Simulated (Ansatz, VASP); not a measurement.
## MgO: VASP beside Ansatz

The input INCAR:

```
SYSTEM = MgO
PREC = Accurate
ENCUT = 600
EDIFF = 1E-6
ISMEAR = -1
SIGMA = 0.001
LREAL = .False.
LASPH = .True.
NELM = 120
ALGO = Normal
ISIF = 2
LWAVE = .False.
LCHARG = .False.
GGA = PE
NBANDS = 11
GGA_COMPAT = .False.
```

The input KPOINTS:

```
Automatic mesh
0
Gamma
  8 8 8
  0 0 0
```

The input POSCAR:

```
MgO
1.0
    0.0000000000      2.1715000000      2.1715000000
    2.1715000000      0.0000000000      2.1715000000
    2.1715000000      2.1715000000      0.0000000000
Mg O
1 1
Direct
    0.0000000000      0.0000000000      0.0000000000
    0.5000000000      0.5000000000      0.5000000000
```

Input for Ansatz:

```yaml
crystal:
  lattice:
    - [0.0, 2.1715, 2.1715]
    - [2.1715, 0.0, 2.1715]
    - [2.1715, 2.1715, 0.0]
  atoms:
    - { symbol: Mg, position: [0.0, 0.0, 0.0] }
    - { symbol: O, position: [0.5, 0.5, 0.5] }
hamiltonian:
  xc: pbe
  pseudopotentials: { kind: paw }
basis:
  ecutwfc: 420
kpoints:
  mp_grid: { grid: [8, 8, 8] }
scf:
  occupations: { method: fermi_dirac, width: 0.001 }
  lower_state_search: "off"
  algorithm: density_mixing
  max_iter: 60
  mixing: {}
output:
  forces: true
  stress: true
```

Alike in both runs: task single point; functional PBE; k mesh 8 × 8 × 8; occupations fermi-dirac, width 0.001 eV; no spin polarisation.

|  | VASP | Ansatz |
| --- | --- | --- |
| version | VASP 6.6.1 | Ansatz 0.2.0 |
| potentials or method | VASP PAW PBE potentials, release 64 (Mg, O), cutoff 600 eV | PAW, plane waves, scalar-relativistic |
| valence electrons in the cell | 8 | 16 |

|  | VASP | Ansatz | Ansatz less VASP |
| --- | --- | --- | --- |
| pressure (GPa) | -9.2 | -8.2 | +0.98 |

VASP's potentials hold 8 valence electrons a cell and Ansatz's 16, so a difference there can come from the potentials and not from the codes.
